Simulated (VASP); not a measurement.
Wanted: the native input for a VASP 6.6.1 run.

| Quantity | Value |
| --- | --- |
| Task | single point |
| Functional | PBE |
| Dispersion | D3(BJ) |
| Potentials or basis | VASP PAW PBE potentials, release 64 (Zn, S) |
| Cutoff | 520 eV |
| k mesh | 2 × 3 × 1 |
| Occupations | gaussian, width 0.05 eV |
| Spin | no spin polarisation |
| Dipole correction | yes |
| Further INCAR settings | LREAL = Auto; ALGO = Normal; EDIFF = 1e-06; NBANDS = 86 |

The structure of ZnS lies in POSCAR:

```
ZnS
1.0
    7.6016913789      0.0000000000      0.0000000000
    0.0000000000      5.3752075225      0.0000000000
    0.0000000000      0.0000000000     21.7012685342
Zn S
8 8
Direct
    0.2500000000      0.5000000000      0.3686420445
    0.7500000000      0.5000000000      0.3686420445
    0.5000000000      0.0000000000      0.4562140148
    0.0000000000      0.0000000000      0.4562140148
    0.7500000000      0.5025264335      0.5476360564
    0.2500000000      0.5025264335      0.5476360564
    0.0000000000     -0.0659966914      0.6132764221
    0.5000000000     -0.0659966914      0.6132764221
    0.5000000000      0.2500000000      0.3686420445
    0.0000000000      0.2500000000      0.3686420445
    0.7500000000      0.7500000000      0.4562140148
    0.2500000000      0.7500000000      0.4562140148
    0.0000000000      0.2521497400      0.5443707876
    0.5000000000      0.2521497400      0.5443707876
    0.2500000000      0.7308736344      0.6385164659
    0.7500000000      0.7308736344      0.6385164659
```

These files were run (other wordings do the same):

INCAR

```
ALGO = Normal
DIPOL = 0.5 0.5 0.499
EDIFF = 1E-6
ENCUT = 520
GGA = PE
IDIPOL = 3
ISIF = 2
ISMEAR = 0
IVDW = 12
LASPH = T
LCHARG = F
LDIPOL = T
LREAL = Auto
LWAVE = F
NBANDS = 86
NELM = 60
PREC = Accurate
SIGMA = 0.05
```

KPOINTS

```
k-points
0
Gamma
  2 3 1
```

Potentials or basis: VASP PAW PBE potentials, release 64 (Zn, S).

The run is started by

```sh
$ cat potpaw_PBE.64/Zn/POTCAR potpaw_PBE.64/S/POTCAR > POTCAR
$ mpirun -np 1 vasp_std > vasp.out
```

Results of the run:

The largest force is 1.565 eV/Å. The band gap on the k mesh is 1.84 eV and the dispersion energy per atom is -0.225 eV.

Wall time 8.2 min on 1 thread of Intel(R) Xeon(R) Platinum 8488C (Sapphire Rapids), with other jobs on the host, peak memory 0.82 GiB.
